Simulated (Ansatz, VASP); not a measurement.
SnO2: VASP beside Ansatz

```xyz
6
Lattice="4.8083 0.0000 0.0000 0.0000 4.8083 0.0000 0.0000 0.0000 3.2380" Properties=species:S:1:pos:R:3 pbc="T T T"
Sn    0.0000    0.0000    0.0000
Sn    2.4042    2.4042    1.6190
O     1.0464    1.8991    0.0000
O     1.3577    4.3033    1.6190
O     3.7619    2.9092    0.0000
O     3.4506    0.5050    1.6190
```

Change from the starting cell: mode 4 frozen in at -0.598 Å, equal normal strain along x, y and z +0.0083.

Alike in both runs: task single point; functional PBEsol; k mesh 6 × 6 × 8; occupations gaussian, width 0.05 eV; no spin polarisation.

```csv
,VASP,Ansatz
version,VASP 6.6.1,Ansatz 0.2.0
potentials or method,"VASP PAW PBE potentials, release 64 (Sn_d, O), cutoff 520 eV","scalar-relativistic, plane waves, PAW"
valence electrons in the cell,52,52
```

```tsv
	VASP	Ansatz	Ansatz less VASP
gap on the k mesh at the Fermi level (eV)	0.26	0.27	+0.014
least direct gap on the mesh (eV)	0.26	0.27	+0.014
pressure (GPa)	-11.9	-12.4	-0.50
traceless stress, the component that is largest in VASP (GPa)	-3.03	-3.17	-0.140
rms of the force components (eV/Å)	1.065	1.077	+0.0114
```

VASP's potentials were made for PBE, not for PBEsol, and Ansatz warns of the same on its side. Atom by atom the forces differ by 0.011 eV/Å (rms over components).
